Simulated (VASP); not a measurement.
# CrB5: relaxation of cell and atoms with PBE

CrB5:

```
CELL_PARAMETERS angstrom
3.96782 0.00000 0.00000
-1.98391 3.43623 0.00000
0.00000 0.00000 3.71643
ATOMIC_POSITIONS crystal
Cr 0.00000 0.00000 0.50000
B 0.33333 0.66667 0.23516
B 0.66667 0.33333 0.23516
B 0.66667 0.33333 0.76484
B 0.33333 0.66667 0.76484
B 0.00000 0.00000 0.00000
```

The cell was built from a structure type or drawn by symmetry, and may not be a known phase.

* Program: VASP 6.6.1
* Task: relaxation of cell and atoms
* Functional: PBE
* Potentials or basis: VASP PAW PBE potentials, release 64 (Cr_pv, B)
* Cutoff: 600 eV
* k mesh: 6 × 6 × 6
* Occupations: gaussian, width 0.1 eV
* Spin: collinear spin, ferromagnetic start
* Starting moments: [3.0, 0.0, 0.0, 0.0, 0.0, 0.0] μB
* Dipole correction: no
* Further INCAR settings: ALGO = Normal; EDIFF = 1e-07; IBRION = 2; EDIFFG = -0.04; NSW = 90; ISIF = 3

| Property | Result |
| --- | --- |
| Relaxed volume | 6.77 Å³/atom |
| Relaxed cell | a = 3.347 Å, b = 3.347 Å, c = 4.189 Å, α = 90.00°, β = 90.00°, γ = 120.00° |
| Space group after relaxing (to 0.1 Å) | P6/mmm (No. 191) |
| Energy gained by relaxing | 390.2 meV/atom |
| Ionic steps | 14 |
| Pressure after relaxing | 0.0 GPa |
| Largest force after relaxing | 0.028 eV/Å |
| Net moment | 0.00 μB per cell |
| Valence electrons inside the program's atomic spheres | Cr 11.37; B 1.85, 1.69 (each value once) |

Forces in eV/Å, atoms in the order of the input:
```
Cr   0.000  0.000  0.000
B    0.000  0.000  0.028
B    0.000  0.000  0.028
B    0.000  0.000 -0.028
B    0.000  0.000 -0.028
B    0.000  0.000  0.000
```

Stress tensor (GPa, compression positive):
```
-0.36  0.00  0.00
 0.00 -0.36  0.00
 0.00  0.00  0.61
```

The path:
```tsv
step	energy change (eV)	largest force (eV/Å)	pressure (GPa)	volume (Å³)
1	0.0000	0.9863	-15.82	50.67
2	-1.4572	0.2152	-12.04	44.57
3	-1.6565	0.8265	-4.15	42.23
4	-1.6764	0.9829	-0.57	41.41
5	-1.9310	1.0428	0.45	40.67
6	-2.1772	0.4640	18.09	38.35
7	-2.2630	0.6001	7.62	39.43
8	-2.2794	0.3551	10.39	39.12
9	-2.2678	0.6284	-6.14	41.83
10	-2.3371	0.1168	1.75	40.38
11	-2.3371	0.1072	1.91	40.35
12	-2.3404	0.1012	-0.84	40.71
13	-2.3409	0.0445	-0.08	40.61
14	-2.3414	0.0279	-0.04	40.64
```

Final structure:
```
Cr B
1.0
     3.34679    0.00000    0.00000
    -1.67339    2.89840    0.00000
     0.00000    0.00000    4.18907
Cr B
1 5
Cartesian
  0.0000 0.0000 2.0945
  0.0000 1.9323 0.8916
  1.6734 0.9661 0.8916
  1.6734 0.9661 3.2974
  0.0000 1.9323 3.2974
  0.0000 0.0000 4.1891
```

Levels at points of the mesh, in eV from the Fermi level:
Spin up:
```csv
k point,band 12,band 13,band 14,band 15,band 16,band 17
"(0.00, 0.00, 0.00)",-1.76,-1.76,-0.59,0.29,0.29,1.08
"(0.50, 0.00, 0.00)",-3.64,-0.14,-0.07,2.50,2.78,3.29
"(0.00, 0.00, 0.50)",-3.66,-1.75,-0.54,1.56,1.80,1.80
"(0.50, 0.00, 0.50)",-2.60,-0.06,-0.04,0.89,2.19,4.14
```
Spin down:
| k point | band 12 | band 13 | band 14 | band 15 | band 16 | band 17 |
| --- | --- | --- | --- | --- | --- | --- |
| (0.00, 0.00, 0.00) | -1.76 | -1.76 | -0.59 | 0.29 | 0.29 | 1.08 |
| (0.50, 0.00, 0.00) | -3.64 | -0.14 | -0.07 | 2.50 | 2.78 | 3.29 |
| (0.00, 0.00, 0.50) | -3.66 | -1.75 | -0.54 | 1.56 | 1.80 | 1.80 |
| (0.50, 0.00, 0.50) | -2.60 | -0.06 | -0.04 | 0.89 | 2.19 | 4.14 |

It took 12 min on 1 thread of Intel(R) Xeon(R) Platinum 8488C (Sapphire Rapids), with other jobs on the host, peak memory 0.24 GiB.

Caveat: the volume moved by over 15 % at a fixed basis, so the end points are rough.
